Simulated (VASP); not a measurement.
# Cd4SnO2 (P-3m1) in VASP: single point with PBE

Aim: the single point of Cd4SnO2 with PBE.

Program: VASP 6.6.1. These are calculated values, not measurements. Logs are shortened: lines on timing, memory, paths and dates and some standing lists are left out, and cuts for length are marked.

### Step 1. The cell of the first run

Symmetry: P-3m1, No. 164, trigonal system. The conventional cell has a = 3.168 Å, b = 3.168 Å, c = 17.466 Å, α = 90.00°, β = 90.00°, γ = 120.00°. Cd (site symmetry 3m) has 9 Cd at 3.17 to 3.27 Å and 3 O at 4.07 Å within 4.2 Å. Within 4.2 Å of Cd (site symmetry 3m) lie 12 Cd at 3.17 to 3.27 Å. Within 2.8 Å of Sn (site symmetry -3m) lie 6 O at 2.11 Å. Within 2.8 Å of O (site symmetry 3m) lie 3 Sn at 2.11 Å and 3 O at 2.79 Å.

### Step 2. Single point, PBE

Contents of INCAR:

```
SYSTEM = Cd4SnO2
PREC     = Accurate       ! precision mode
ENCUT    = 520            ! plane-wave cutoff, eV
EDIFF    = 1E-6           ! SCF threshold, eV
ISMEAR   = 0              ! smearing method
SIGMA    = 0.1            ! smearing width, eV
LREAL    = .FALSE.        ! projectors in reciprocal space
LASPH    = .TRUE.         ! aspherical terms in the spheres
NELM     = 80             ! most SCF steps
ALGO     = Normal         ! electronic algorithm
ISIF     = 2              ! what is computed and relaxed
LWAVE    = .FALSE.        ! write WAVECAR
LCHARG   = .FALSE.        ! write CHGCAR
GGA      = PE             ! functional
NBANDS   = 46             ! bands
```

Contents of KPOINTS:

```
regular mesh
0
G
  12 12 2
  0 0 0
```

Contents of POSCAR:

```
Cd4SnO2
1.0
    3.1684374701      0.0000000000      0.0000000000
   -1.5842187350      2.7439473394      0.0000000000
    0.0000000000      0.0000000000     17.4655600022
Cd Sn O
4 1 2
Direct
    0.3333333333      0.6666666667      0.7311017673
    0.6666666667      0.3333333333      0.2688982327
    0.3333333333      0.6666666667      0.4238671313
    0.6666666667      0.3333333333      0.5761328687
    0.0000000000      0.0000000000      0.0000000000
    0.3333333333      0.6666666667      0.0604284763
    0.6666666667      0.3333333333      0.9395715237
```

Potentials or basis: VASP PAW PBE potentials, release 64 (Cd, Sn_d, O).

The run is started by

```sh
> cat potpaw_PBE.64/Cd/POTCAR potpaw_PBE.64/Sn_d/POTCAR potpaw_PBE.64/O/POTCAR > POTCAR
> mpirun -np 1 vasp_std > vasp.out
```

OUTCAR:

```text
SYSTEM = Cd4SnO2
   PREC = Accurate
   ENCUT = 520
   EDIFF = 1E-6
   ISMEAR = 0
   LREAL = .FALSE.
   LASPH = .TRUE.
   NELM = 80
   ISIF = 2
   GGA = PE

 ion  position               nearest neighbor table
   1  0.333  0.667  0.731-   4 3.27   4 3.27   4 3.27
   2  0.667  0.333  0.269-   3 3.27   3 3.27   3 3.27
   3  0.333  0.667  0.424-   4 3.23   4 3.23   4 3.23   2 3.27   2 3.27   2 3.27
   4  0.667  0.333  0.576-   3 3.23   3 3.23   3 3.23   1 3.27   1 3.27   1 3.27
   5  0.000  0.000  0.000-   6 2.11   7 2.11   6 2.11   7 2.11   7 2.11   6 2.11
   6  0.333  0.667  0.060-   5 2.11   5 2.11   5 2.11
   7  0.667  0.333  0.940-   5 2.11   5 2.11   5 2.11

  LATTYP: Found a hexagonal cell.
 ALAT       =     3.1684374701
 C/A-ratio  =     5.5123574844

  Lattice vectors:

 A1 = (   3.1684374701,   0.0000000000,   0.0000000000)
 A2 = (  -1.5842187350,   2.7439473394,   0.0000000000)
 A3 = (   0.0000000000,   0.0000000000,  17.4655600022)

Analysis of symmetry for initial positions (statically):
=====================================================================
 Subroutine PRICEL returns:
 Original cell was already a primitive cell.

 Routine SETGRP: Setting up the symmetry group for a
 hexagonal supercell.

 Subroutine GETGRP returns: Found 12 space group operations
 (whereof 12 operations were pure point group operations)
 out of a pool of 24 trial point group operations.

The static configuration has the point symmetry D_3d.

Analysis of symmetry for dynamics (positions and initial velocities):
=====================================================================
 Subroutine PRICEL returns:
 Original cell was already a primitive cell.

 Routine SETGRP: Setting up the symmetry group for a
 hexagonal supercell.

 Subroutine GETGRP returns: Found 12 space group operations
 (whereof 12 operations were pure point group operations)
 out of a pool of 24 trial point group operations.

The dynamic configuration has the point symmetry D_3d.

 Subroutine INISYM returns: Found 12 space group operations
 (whereof 12 operations are pure point group operations),
 and found     1 'primitive' translations

----------------------------------------------------------------------------------------

                                     Primitive cell

  volume of cell :     151.8460

  direct lattice vectors                    reciprocal lattice vectors
     3.168437470  0.000000000  0.000000000     0.315612983  0.182219240  0.000000000
    -1.584218735  2.743947339  0.000000000     0.000000000  0.364438481  0.000000000
     0.000000000  0.000000000 17.465560002     0.000000000  0.000000000  0.057255536

  length of vectors
     3.168437470  3.168437470 17.465560002     0.364438481  0.364438481  0.057255536

  position of ions in fractional coordinates (direct lattice)
     0.333333333  0.666666667  0.731101767
     0.666666667  0.333333333  0.268898233
     0.333333333  0.666666667  0.423867131
     0.666666667  0.333333333  0.576132869
     0.000000000  0.000000000  0.000000000
     0.333333333  0.666666667  0.060428476
     0.666666667  0.333333333  0.939571524

  ion indices of the primitive-cell ions
   primitive index   ion index
                 1           1
                 2           2
                 3           3
                 4           4
                 5           5
                 6           6
                 7           7

----------------------------------------------------------------------------------------

 KPOINTS: regular mesh

Automatic generation of k-mesh.
 Grid dimensions read from file:
 generate k-points for:   12   12    2

 Generating k-lattice:

  Cartesian coordinates                     Fractional coordinates (reciprocal lattice)
     0.026301082  0.015184937  0.000000000     0.083333333 -0.000000000  0.000000000
     0.000000000  0.030369873  0.000000000     0.000000000  0.083333333  0.000000000
     0.000000000  0.000000000  0.028627768     0.000000000  0.000000000  0.500000000

  Length of vectors
     0.030369873  0.030369873  0.028627768

  Shift w.r.t. Gamma in fractional coordinates (k-lattice)
     0.000000000  0.000000000  0.000000000

 Subroutine IBZKPT returns following result:
 ===========================================

 Found     38 irreducible k-points:

 Following reciprocal coordinates:
            Coordinates               Weight
  0.000000  0.000000  0.000000      1.000000
  0.083333  0.000000  0.000000      6.000000
  0.166667  0.000000  0.000000      6.000000
  0.250000  0.000000  0.000000      6.000000
  0.333333 -0.000000  0.000000      6.000000
  0.416667 -0.000000  0.000000      6.000000
[... 16 lines left out ...]
  0.250000  0.000000  0.500000      6.000000
  0.333333 -0.000000  0.500000      6.000000
 [... further k-points ...]
   k-points           NKPTS =     38   k-points in BZ     NKDIM =     38   number of bands    NBANDS=     46
   number of dos      NEDOS =    301   number of ions     NIONS =      7
   total plane-waves  NPLWV =  80640
   dimension x,y,z NGX =    24 NGY =   24 NGZ =  140
   dimension x,y,z NGXF=    48 NGYF=   48 NGZF=  280
   ions per type =               4   1   2
   NGX,Y,Z   is equivalent  to a cutoff of  12.59, 12.59, 13.33 a.u.
   NGXF,Y,Z  is equivalent  to a cutoff of  25.19, 25.19, 26.65 a.u.
 SYSTEM =  Cd4SnO2
   PREC   = accura    normal or accurate (medium, high low for compatibility)
   ISTART =      0    job   : 0-new  1-cont  2-samecut
   ICHARG =      2    charge: 1-file 2-atom 10-const
   ISPIN  =      1    spin polarized calculation?
   LNONCOLLINEAR =      F non collinear calculations
   LSORBIT =      F    spin-orbit coupling
   LASPH  =      T    aspherical Exc in radial PAW
   ENCUT  =  520.0 eV  38.22 Ry    6.18 a.u.   5.89  5.89 32.47*2*pi/ulx,y,z
   NELM   =     80;   NELMIN=  2; NELMDL= -5     # of ELM steps
   EDIFF  = 0.1E-05   stopping-criterion for ELM
   LREAL  =      F    real-space projection
   EDIFFG = 0.1E-04   stopping-criterion for IOM
   NSW    =      0    number of steps for IOM
   IBRION =     -1    ionic relax: 0-MD 1-quasi-New 2-CG
   NFREE  =      0    steps in history (QN), initial steepest desc. (CG)
   ISIF   =      2    stress and relaxation
   ISYM   =      2    0-nonsym 1-usesym 2-fastsym
   POTIM  = 0.5000    time-step for ionic-motion
   TEBEG  =    0.0;   TEEND  =   0.0 temperature during run
   PSTRESS=    0.0 pullay stress
   NELECT =      74.0000    total number of electrons
   NUPDOWN=      -1.0000    fix difference up-down
   EMIN   =  10.00;   EMAX   =-10.00  energy-range for DOS
   EFERMI =   0.00;   METHOD = LEGACY
   ISMEAR =     0;   SIGMA  =   0.10  broadening in eV -4-tet -1-fermi 0-gaus
   EFERMI_NEDOS =   21; number of points for ismear=-14 and -15
   IALGO  =     38    algorithm
   IMIX   =      4    mixing-type and parameters
     AMIX     =   0.40;   BMIX     =  1.00
     AMIX_MAG =   1.60;   BMIX_MAG =  1.00
  volume/ion in A,a.u.               =      21.69       146.39
  Fermi-wavevector in a.u.,A,eV,Ry     =   1.288302  2.434537 22.581880  1.659721
  Thomas-Fermi vector in A             =   2.420264
   LORBIT       =      0    0 simple, 1 ext, 2 COOP (PROOUT), +10 PAW based schemes
   GGA     = PE    functional components
   LHFCALC =     F    Hartree Fock is set to
   AEXX    =    0.0000 exact exchange contribution
   IVDW    =     0    specifies the selected vdW correction
   LEPSILON=     F    determine dielectric tensor
   LRPA    =     F    only Hartree local field effects (RPA)
 non-spin polarized calculation
 Gauss-broadening in eV      SIGMA  =   0.10
  energy-cutoff  :      520.00
  volume of cell :      151.85
 maximum number of plane-waves:      4122
 NGX is ok and might be reduce to    24
   NGX = 11   NGY = 11   NGZ = 65

 number of electron      73.9999968 magnetization

 Free energy of the ion-electron system (eV)
  ---------------------------------------------------
  ext. energy  EPLUGINS =         0.00000000
  ---------------------------------------------------
  free energy    TOTEN  =       -20.86000434 eV

  energy without entropy =      -20.84715761  energy(sigma->0) =      -20.85358097

 E-fermi :   2.9979     XC(G=0):  -9.7707

 val. band max:        2.9924834075   @ k =   0.0833   0.0000   0.0000
 cond. band min:       3.0123208055   @ k =   0.4167   0.0833   0.5000
 fundamental gap:      0.0198373980
 Fermi energy:         2.9979248668

 k-point     1 :       0.0000    0.0000    0.0000
  band No.  band energies     occupation
      1     -20.1590      2.00000
      2     -19.9718      2.00000
      3     -19.9718      2.00000
      4     -19.7465      2.00000
      5     -19.7465      2.00000
      6     -18.2745      2.00000
[... 38 lines left out ...]
     45      11.3399      0.00000
     46      12.2964      0.00000

 k-point     2 :       0.0833    0.0000    0.0000
  band No.  band energies     occupation
      1     -20.1316      2.00000
      2     -20.0279      2.00000
      3     -19.9538      2.00000
      4     -19.7706      2.00000
      5     -19.7483      2.00000
      6     -18.2250      2.00000
[... 38 lines left out ...]
     45      11.4677      0.00000
     46      12.4490      0.00000

 k-point     3 :       0.1667    0.0000    0.0000
  band No.  band energies     occupation
      1     -20.2272      2.00000
      2     -20.0225      2.00000
      3     -19.9075      2.00000
      4     -19.8079      2.00000
      5     -19.7497      2.00000
      6     -18.0698      2.00000
[... 1018 lines left out ...]
     45       9.2491      0.00000
     46      10.1112      0.00000

 k-point    24 :       0.3333   -0.0000    0.5000
  band No.  band energies     occupation
      1     -20.6483      2.00000
      2     -19.9134      2.00000
      3     -19.8432      2.00000
      4     -19.7769      2.00000
      5     -19.6875      2.00000
      6     -17.4857      2.00000
[... 38 lines left out ...]
     45       9.0284      0.00000
     46       9.4491      0.00000

 [... further k-points ...]

------------------------ aborting loop because EDIFF is reached ----------------------------------------

  FORCE on cell =-STRESS in cart. coord.  units (eV):
  Direction    XX          YY          ZZ          XY          YZ          ZX
  --------------------------------------------------------------------------------------
  -------------------------------------------------------------------------------------
  Total        0.3310819      0.3310819      0.1730916      0.0000000      0.0000000      0.0000000
  in kB        3.4933542      3.4933542      1.8263468      0.0000000      0.0000000      0.0000000
  external PRESSURE =       2.9376851 kB  Pullay stress =       0.0000000 kB

 VOLUME and BASIS-vectors are now :
 -----------------------------------------------------------------------------
  energy-cutoff  :      520.00
  volume of cell :      151.85
      direct lattice vectors                 reciprocal lattice vectors
     3.168437470  0.000000000  0.000000000     0.315612983  0.182219240  0.000000000
    -1.584218735  2.743947339  0.000000000     0.000000000  0.364438481  0.000000000
     0.000000000  0.000000000 17.465560002     0.000000000  0.000000000  0.057255536

 POSITION                                       TOTAL-FORCE (eV/Angst)
 -----------------------------------------------------------------------------------
     -0.00000      1.82930     12.76910         0.000000      0.000000      0.010732
      1.58422      0.91465      4.69646        -0.000000      0.000000     -0.010732
     -0.00000      1.82930      7.40308        -0.000000      0.000000     -0.001337
      1.58422      0.91465     10.06248        -0.000000     -0.000000      0.001337
      0.00000      0.00000      0.00000        -0.000000      0.000000      0.000000
     -0.00000      1.82930      1.05542         0.000000     -0.000000      0.061710
      1.58422      0.91465     16.41014        -0.000000      0.000000     -0.061710
 -----------------------------------------------------------------------------------
    total drift:                               -0.000000      0.000000     -0.000000

  FREE ENERGIE OF THE ION-ELECTRON SYSTEM (eV)
  ---------------------------------------------------
  free  energy   TOTEN  =       -20.8600043395 eV

  energy  without entropy=      -20.8471576103  energy(sigma->0) =      -20.85358097
```

Run time: 3.6 min. Hardware: 1 thread of Intel Xeon Platinum 8488C (Sapphire Rapids), shared host; peak memory 0.4 GiB.

Results:

```yaml
Free_energy: -20.8600 eV
Pressure: 0.3 GPa
Largest_force: 0.062 eV/Å
Band_gap_on_the_k_mesh: zero (bands 37 and 38 overlap by 1.96 eV)
```

Forces on the atoms (eV/Å):
```
Cd   0.000  0.000  0.011
Cd   0.000  0.000 -0.011
Cd   0.000  0.000 -0.001
Cd   0.000  0.000  0.001
Sn   0.000  0.000  0.000
O    0.000  0.000  0.062
O    0.000  0.000 -0.062
```

Levels at points of the mesh, in eV from the Fermi level:
```tsv
k point	band 33	band 34	band 35	band 36	band 37	band 38	band 39	band 40	band 41	band 42
(0.00, 0.00, 0.00)	-4.49	-4.28	-4.00	-4.00	-3.31	-1.53	-0.29	1.57	2.61	4.65
(0.50, 0.00, 0.00)	-3.63	-2.18	-2.14	-1.37	-1.29	0.07	0.18	1.61	1.73	2.21
(0.00, 0.00, 0.50)	-4.49	-4.10	-4.00	-4.00	-3.54	-1.19	-0.66	1.86	2.43	4.65
(0.50, 0.00, 0.50)	-3.63	-2.18	-2.14	-1.38	-1.29	0.06	0.18	1.60	1.81	2.11
```

Caveat: spin-orbit coupling is left out, which moves the levels of the heavy elements.
